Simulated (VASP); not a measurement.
# KI (Fm-3m) in VASP: notebook

The runs below take KI through single point, with PBE, r2SCAN.

Program: VASP 6.6.1. These are calculated values, not measurements. Logs are shortened: lines on timing, memory, paths and dates and some standing lists are left out, and cuts for length are marked.

### 1 The cell of the first run

Symmetry: Fm-3m, No. 225, cubic system. Conventional cell: a = 6.884 Å, b = 6.884 Å, c = 6.884 Å, α = 90.00°, β = 90.00°, γ = 90.00°. Within 4.5 Å of K (site symmetry m-3m) lie 6 I at 3.44 Å. I (site symmetry m-3m) has 6 K at 3.44 Å within 4.5 Å.

### 2 Single point, PBE (strain -2.9%)

File INCAR:

```
SYSTEM = KI
ALGO = Normal ; EDIFF = 1E-6
ENCUT = 520 ; GGA = PE
ISIF = 2 ; ISMEAR = -1
LASPH = .TRUE. ; LCHARG = .FALSE.
LREAL = .FALSE. ; LWAVE = .FALSE.
NBANDS = 15 ; NELM = 60
PREC = Accurate ; SIGMA = 0.02
```

File KPOINTS:

```
k-points
0
G
  6 6 6
  0 0 0
```

File POSCAR:

```
KI
1.0
    0.0000000000      3.4417737185      3.4417737185
    3.4417737185      0.0000000000      3.4417737185
    3.4417737185      3.4417737185      0.0000000000
K I
1 1
Direct
    0.0000000000      0.0000000000      0.0000000000
    0.5000000000      0.5000000000      0.5000000000
```

Potentials or basis: VASP PAW PBE potentials, release 64 (K_sv, I).

The run is started by

```console
$ cat potpaw_PBE.64/K_sv/POTCAR potpaw_PBE.64/I/POTCAR > POTCAR
$ mpirun -np 1 vasp_std > vasp.out
```

OUTCAR:

```text
SYSTEM = KI
   EDIFF = 1E-6
   ENCUT = 520
   GGA = PE
   ISIF = 2
   ISMEAR = -1
   LASPH = .TRUE.
   LREAL = .FALSE.
   NELM = 60
   PREC = Accurate

 ion  position               nearest neighbor table
   1  0.000  0.000  0.000-   2 3.44   2 3.44   2 3.44   2 3.44   2 3.44   2 3.44
   2  0.500  0.500  0.500-   1 3.44   1 3.44   1 3.44   1 3.44   1 3.44   1 3.44

  LATTYP: Found a face centered cubic cell.
 ALAT       =     6.8835474370

  Lattice vectors:

 A1 = (   0.0000000000,   3.4417737185,   3.4417737185)
 A2 = (   3.4417737185,   0.0000000000,   3.4417737185)
 A3 = (   3.4417737185,   3.4417737185,   0.0000000000)

Analysis of symmetry for initial positions (statically):
=====================================================================
 Subroutine PRICEL returns:
 Original cell was already a primitive cell.

 Routine SETGRP: Setting up the symmetry group for a
 face centered cubic supercell.

 Subroutine GETGRP returns: Found 48 space group operations
 (whereof 48 operations were pure point group operations)
 out of a pool of 48 trial point group operations.

The static configuration has the point symmetry O_h .

Analysis of symmetry for dynamics (positions and initial velocities):
=====================================================================
 Subroutine PRICEL returns:
 Original cell was already a primitive cell.

 Routine SETGRP: Setting up the symmetry group for a
 face centered cubic supercell.

 Subroutine GETGRP returns: Found 48 space group operations
 (whereof 48 operations were pure point group operations)
 out of a pool of 48 trial point group operations.

The dynamic configuration has the point symmetry O_h .

 Subroutine INISYM returns: Found 48 space group operations
 (whereof 48 operations are pure point group operations),
 and found     1 'primitive' translations

----------------------------------------------------------------------------------------

                                     Primitive cell

  volume of cell :      81.5412

  direct lattice vectors                    reciprocal lattice vectors
     0.000000000  3.441773718  3.441773718    -0.145273932  0.145273932  0.145273932
     3.441773718  0.000000000  3.441773718     0.145273932 -0.145273932  0.145273932
     3.441773718  3.441773718  0.000000000     0.145273932  0.145273932 -0.145273932

  length of vectors
     4.867403071  4.867403071  4.867403071     0.251621831  0.251621831  0.251621831

  position of ions in fractional coordinates (direct lattice)
     0.000000000  0.000000000  0.000000000
     0.500000000  0.500000000  0.500000000

  ion indices of the primitive-cell ions
   primitive index   ion index
                 1           1
                 2           2

----------------------------------------------------------------------------------------

 KPOINTS: k-points

Automatic generation of k-mesh.
 Grid dimensions read from file:
 generate k-points for:    6    6    6

 Generating k-lattice:

  Cartesian coordinates                     Fractional coordinates (reciprocal lattice)
    -0.024212322  0.024212322  0.024212322     0.166666667  0.000000000  0.000000000
     0.024212322 -0.024212322  0.024212322     0.000000000  0.166666667  0.000000000
     0.024212322  0.024212322 -0.024212322     0.000000000  0.000000000  0.166666667

  Length of vectors
     0.041936972  0.041936972  0.041936972

  Shift w.r.t. Gamma in fractional coordinates (k-lattice)
     0.000000000  0.000000000  0.000000000

 Subroutine IBZKPT returns following result:
 ===========================================

 Found     16 irreducible k-points:

 Following reciprocal coordinates:
            Coordinates               Weight
  0.000000  0.000000  0.000000      1.000000
  0.166667  0.000000  0.000000      8.000000
  0.333333  0.000000  0.000000      8.000000
  0.500000  0.000000  0.000000      4.000000
  0.166667  0.166667  0.000000      6.000000
  0.333333  0.166667  0.000000     24.000000
[... 8 lines left out ...]
 -0.333333  0.333333  0.166667     24.000000
 -0.333333  0.500000  0.166667     12.000000
   k-points           NKPTS =     16   k-points in BZ     NKDIM =     16   number of bands    NBANDS=     15
   number of dos      NEDOS =    301   number of ions     NIONS =      2
   total plane-waves  NPLWV =  46656
   dimension x,y,z NGX =    36 NGY =   36 NGZ =   36
   dimension x,y,z NGXF=    72 NGYF=   72 NGZF=   72
   ions per type =               1   1
   NGX,Y,Z   is equivalent  to a cutoff of  12.30, 12.30, 12.30 a.u.
   NGXF,Y,Z  is equivalent  to a cutoff of  24.59, 24.59, 24.59 a.u.
 SYSTEM =  KI
   PREC   = accura    normal or accurate (medium, high low for compatibility)
   ISTART =      0    job   : 0-new  1-cont  2-samecut
   ICHARG =      2    charge: 1-file 2-atom 10-const
   ISPIN  =      1    spin polarized calculation?
   LNONCOLLINEAR =      F non collinear calculations
   LSORBIT =      F    spin-orbit coupling
   LASPH  =      T    aspherical Exc in radial PAW
   ENCUT  =  520.0 eV  38.22 Ry    6.18 a.u.   9.05  9.05  9.05*2*pi/ulx,y,z
   NELM   =     60;   NELMIN=  2; NELMDL= -5     # of ELM steps
   EDIFF  = 0.1E-05   stopping-criterion for ELM
   LREAL  =      F    real-space projection
[... 7 lines left out ...]
   TEBEG  =    0.0;   TEEND  =   0.0 temperature during run
   PSTRESS=    0.0 pullay stress
   NELECT =      16.0000    total number of electrons
   NUPDOWN=      -1.0000    fix difference up-down
   EMIN   =  10.00;   EMAX   =-10.00  energy-range for DOS
   EFERMI =   0.00;   METHOD = LEGACY
   ISMEAR =    -1;   SIGMA  =   0.02  broadening in eV -4-tet -1-fermi 0-gaus
   EFERMI_NEDOS =   21; number of points for ismear=-14 and -15
   IALGO  =     38    algorithm
   IMIX   =      4    mixing-type and parameters
     AMIX     =   0.40;   BMIX     =  1.00
     AMIX_MAG =   1.60;   BMIX_MAG =  1.00
  volume/ion in A,a.u.               =      40.77       275.13
  Fermi-wavevector in a.u.,A,eV,Ry     =   0.951311  1.797717 12.313172  0.904993
  Thomas-Fermi vector in A             =   2.079769
   LORBIT       =      0    0 simple, 1 ext, 2 COOP (PROOUT), +10 PAW based schemes
   GGA     = PE    functional components
   LHFCALC =     F    Hartree Fock is set to
   AEXX    =    0.0000 exact exchange contribution
   IVDW    =     0    specifies the selected vdW correction
   LEPSILON=     F    determine dielectric tensor
   LRPA    =     F    only Hartree local field effects (RPA)
 non-spin polarized calculation
  energy-cutoff  :      520.00
  volume of cell :       81.54
 maximum number of plane-waves:      2210
   NGX = 19   NGY = 19   NGZ = 19

 number of electron      16.0000001 magnetization

 Free energy of the ion-electron system (eV)
  ---------------------------------------------------
  ext. energy  EPLUGINS =         0.00000000
  ---------------------------------------------------
  free energy    TOTEN  =        -5.50613500 eV

  energy without entropy =       -5.50613500  energy(sigma->0) =       -5.50613500

 E-fermi :   0.4606     XC(G=0):  -7.4896

 val. band max:        0.0137571104   @ k =   0.0000   0.0000   0.0000
 cond. band min:       4.1685748192   @ k =   0.0000   0.0000   0.0000
 fundamental gap:      4.1548177089
 Fermi energy:         0.4605964428

 k-point     1 :       0.0000    0.0000    0.0000
  band No.  band energies     occupation
      1     -28.3616      2.00000
      2     -11.8600      2.00000
      3     -11.8600      2.00000
      4     -11.8600      2.00000
      5     -10.6163      2.00000
      6       0.0138      2.00000
      7       0.0138      2.00000
      8       0.0138      2.00000
      9       4.1686      0.00000
     10       6.4666      0.00000
     11       6.4666      0.00000
     12       6.4666      0.00000
     13       7.2385      0.00000
     14       7.2385      0.00000
     15       9.8791      0.00000

 k-point     2 :       0.1667    0.0000    0.0000
  band No.  band energies     occupation
      1     -28.3608      2.00000
      2     -11.9281      2.00000
      3     -11.8607      2.00000
      4     -11.8607      2.00000
      5     -10.5075      2.00000
      6      -0.4673      2.00000
      7      -0.0972      2.00000
      8      -0.0972      2.00000
      9       4.8302      0.00000
     10       6.4181      0.00000
     11       6.7807      0.00000
     12       6.7807      0.00000
     13       7.6026      0.00000
     14       7.6026      0.00000
     15      10.8210      0.00000

 k-point     3 :       0.3333    0.0000    0.0000
  band No.  band energies     occupation
      1     -28.3592      2.00000
      2     -12.0408      2.00000
      3     -11.8621      2.00000
      4     -11.8621      2.00000
      5     -10.3100      2.00000
      6      -1.1946      2.00000
      7      -0.3002      2.00000
      8      -0.3002      2.00000
      9       5.4791      0.00000
     10       7.2490      0.00000
     11       7.5536      0.00000
     12       7.5536      0.00000
     13       8.5434      0.00000
     14       8.5434      0.00000
     15      10.0306      0.00000

 k-point     4 :       0.5000    0.0000    0.0000
  band No.  band energies     occupation
      1     -28.3583      2.00000
      2     -12.0893      2.00000
      3     -11.8628      2.00000
      4     -11.8628      2.00000
      5     -10.2174      2.00000
      6      -1.4958      2.00000
      7      -0.3939      2.00000
      8      -0.3939      2.00000
      9       5.6132      0.00000
     10       7.9350      0.00000
     11       8.3163      0.00000
     12       8.3163      0.00000
     13       8.8450      0.00000
     14       8.8450      0.00000
     15       9.8408      0.00000
[... 163 lines left out ...]
 k-point    14 :       0.5000    0.3333    0.1667
  band No.  band energies     occupation
      1     -28.3581      2.00000
      2     -11.9953      2.00000
      3     -11.8881      2.00000
      4     -11.8728      2.00000
      5     -10.3308      2.00000
      6      -1.1200      2.00000
      7      -0.5216      2.00000
      8      -0.4306      2.00000
      9       5.8513      0.00000
     10       6.5415      0.00000
     11       7.4039      0.00000
     12       8.5699      0.00000
     13       8.6645      0.00000
     14       8.9929      0.00000
     15      10.2804      0.00000

 k-point    15 :      -0.3333    0.3333    0.1667
  band No.  band energies     occupation
      1     -28.3576      2.00000
      2     -11.9932      2.00000
      3     -11.8946      2.00000
      4     -11.8810      2.00000
      5     -10.3098      2.00000
      6      -1.0904      2.00000
      7      -0.7171      2.00000
      8      -0.5057      2.00000
      9       6.3386      0.00000
     10       6.6538      0.00000
     11       7.2841      0.00000
     12       8.4881      0.00000
     13       9.0084      0.00000
     14       9.3910      0.00000
     15      10.1884      0.00000

 k-point    16 :      -0.3333    0.5000    0.1667
  band No.  band energies     occupation
      1     -28.3573      2.00000
      2     -11.9280      2.00000
      3     -11.9147      2.00000
      4     -11.8954      2.00000
      5     -10.3655      2.00000
      6      -0.9704      2.00000
      7      -0.6247      2.00000
      8      -0.6165      2.00000
      9       5.6195      0.00000
     10       6.6144      0.00000
     11       7.5535      0.00000
     12       8.6088      0.00000
     13       8.7096      0.00000
     14       9.8393      0.00000
     15      10.4066      0.00000

------------------------ aborting loop because EDIFF is reached ----------------------------------------

  FORCE on cell =-STRESS in cart. coord.  units (eV):
  Direction    XX          YY          ZZ          XY          YZ          ZX
  --------------------------------------------------------------------------------------
  -------------------------------------------------------------------------------------
  Total        0.9604035      0.9604035      0.9604035      0.0000000      0.0000000      0.0000000
  in kB       18.8706721     18.8706721     18.8706721      0.0000000      0.0000000      0.0000000
  external PRESSURE =      18.8706721 kB  Pullay stress =       0.0000000 kB

 VOLUME and BASIS-vectors are now :
 -----------------------------------------------------------------------------
  energy-cutoff  :      520.00
  volume of cell :       81.54
      direct lattice vectors                 reciprocal lattice vectors
     0.000000000  3.441773718  3.441773718    -0.145273932  0.145273932  0.145273932
     3.441773718  0.000000000  3.441773718     0.145273932 -0.145273932  0.145273932
     3.441773718  3.441773718  0.000000000     0.145273932  0.145273932 -0.145273932

 POSITION                                       TOTAL-FORCE (eV/Angst)
 -----------------------------------------------------------------------------------
      0.00000      0.00000      0.00000        -0.000000     -0.000000      0.000000
      3.44177      3.44177      3.44177         0.000000      0.000000     -0.000000
 -----------------------------------------------------------------------------------
    total drift:                                0.000000      0.000000      0.000000

  FREE ENERGIE OF THE ION-ELECTRON SYSTEM (eV)
  ---------------------------------------------------
  free  energy   TOTEN  =        -5.5061349985 eV

  energy  without entropy=       -5.5061349985  energy(sigma->0) =       -5.50613500
```

It took 19 s on 1 thread of Intel Xeon Platinum 8124M at 3.00GHz (Skylake/Cascade Lake), shared host; peak memory 0.21 GiB.

What came out:

```yaml
Free_energy: -5.5061 eV
Pressure: 1.9 GPa
Band_gap_on_the_k_mesh: 4.15 eV, direct
```

Caveat: the cell differs from its parent crystal (strain -2.9%); spin-orbit coupling is left out, which moves the levels of the heavy elements.

### 3 Single point, r2SCAN (strain -2.9%)

POSCAR is that of step 2.

File INCAR.step1:

```
SYSTEM = KI
PREC     = Accurate       ! precision mode
ENCUT    = 520            ! plane-wave cutoff, eV
ISMEAR   = 0              ! smearing method
SIGMA    = 0.01           ! smearing width, eV
LREAL    = .False.        ! projectors in reciprocal space
LASPH    = .True.         ! aspherical terms in the spheres
NELM     = 60             ! most SCF steps
NBANDS   = 15             ! bands
GGA      = PE             ! functional
ALGO     = Normal         ! electronic algorithm
EDIFF    = 1E-4           ! SCF threshold, eV
LWAVE    = .True.         ! write WAVECAR
LCHARG   = .False.        ! write CHGCAR
```

File INCAR.step2:

```
SYSTEM = KI
PREC     = Accurate       ! precision mode
ENCUT    = 520            ! plane-wave cutoff, eV
EDIFF    = 1E-6           ! SCF threshold, eV
ISMEAR   = 0              ! smearing method
SIGMA    = 0.01           ! smearing width, eV
LREAL    = .False.        ! projectors in reciprocal space
LASPH    = .True.         ! aspherical terms in the spheres
NELM     = 60             ! most SCF steps
ALGO     = Normal         ! electronic algorithm
ISIF     = 2              ! what is computed and relaxed
LWAVE    = .False.        ! write WAVECAR
LCHARG   = .True.         ! write CHGCAR
METAGGA  = R2SCAN         ! meta-GGA
LMIXTAU  = .True.       
LELF     = .True.         ! ELF
LVHAR    = .True.       
NBANDS   = 15             ! bands
ISTART   = 1
```

File KPOINTS:

```
Automatic mesh
0
Gamma
  6 6 6
  0 0 0
```

Potentials or basis: VASP PAW PBE potentials, release 64 (K_sv, I).

The run is started by

```console
$ cat potpaw_PBE.64/K_sv/POTCAR potpaw_PBE.64/I/POTCAR > POTCAR
$ cp INCAR.step1 INCAR
$ mpirun -np 1 vasp_std > vasp.out
$ cp INCAR.step2 INCAR
$ mpirun -np 1 vasp_std > vasp.out
```

It took 77 s on 1 thread of Intel Xeon Platinum 8124M at 3.00GHz (Skylake/Cascade Lake), shared host; peak memory 0.22 GiB.

The run converged. Its results:

```yaml
Free_energy: -33.9527 eV
Pressure: 1.4 GPa
Band_gap_on_the_k_mesh: 4.82 eV, direct
```

Levels at points of the mesh, in eV from the valence-band top:
```tsv
k point	band 4	band 5	band 6	band 7	band 8	band 9	band 10	band 11	band 12	band 13
(0.00, 0.00, 0.00)	-12.26	-10.94	0.00	0.00	0.00	4.82	7.00	7.00	7.00	7.90
(0.50, 0.00, 0.00)	-12.26	-10.53	-1.51	-0.41	-0.41	6.10	8.55	8.92	8.92	9.55
(0.50, 0.50, 0.00)	-12.29	-10.75	-1.15	-0.42	-0.42	5.23	6.68	8.90	9.81	9.87
```

Caveat: the cell differs from its parent crystal (strain -2.9%); the PAW data sets were made with another functional, which shifts forces and pressure a little; spin-orbit coupling is left out, which moves the levels of the heavy elements.
